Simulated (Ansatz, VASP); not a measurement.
**One calculation of Cu, two programs**

```
Cu
1.0
    -1.46449    1.46449    1.37593
     1.46449   -1.46449    1.37593
     1.46449    1.46449   -1.37593
Cu
1
Direct
  0.00000 0.00000 0.00000
```

Alike in both runs: task single point; functional LDA; k mesh 24 × 24 × 24; occupations gaussian, width 0.15 eV; no spin polarisation.

|  | VASP | Ansatz |
| --- | --- | --- |
| version | VASP 6.6.1 | Ansatz 0.2.0 |
| potentials or method | VASP PAW LDA potentials, release 64 (Cu), cutoff 520 eV | scalar-relativistic, plane waves, PAW |
| valence electrons in the cell | 11 | 19 |

|  | VASP | Ansatz | Ansatz less VASP |
| --- | --- | --- | --- |
| gap on the k mesh at the Fermi level (eV) | none | none | - |
| pressure (GPa) | -10.7 | -11.8 | -1.05 |
| traceless stress, the component that is largest in VASP (GPa) | -0.24 | -0.24 | -0.007 |

Ansatz warns that its potentials were made for another functional, while VASP's fit it. LDA's correlation is that of Perdew and Zunger in VASP and of Perdew and Wang (1992) in Ansatz. A gap of «none» marks a metal or a gap that the smearing closes. VASP's potentials hold 11 valence electrons a cell and Ansatz's 19, so a difference there can come from the potentials and not from the codes.
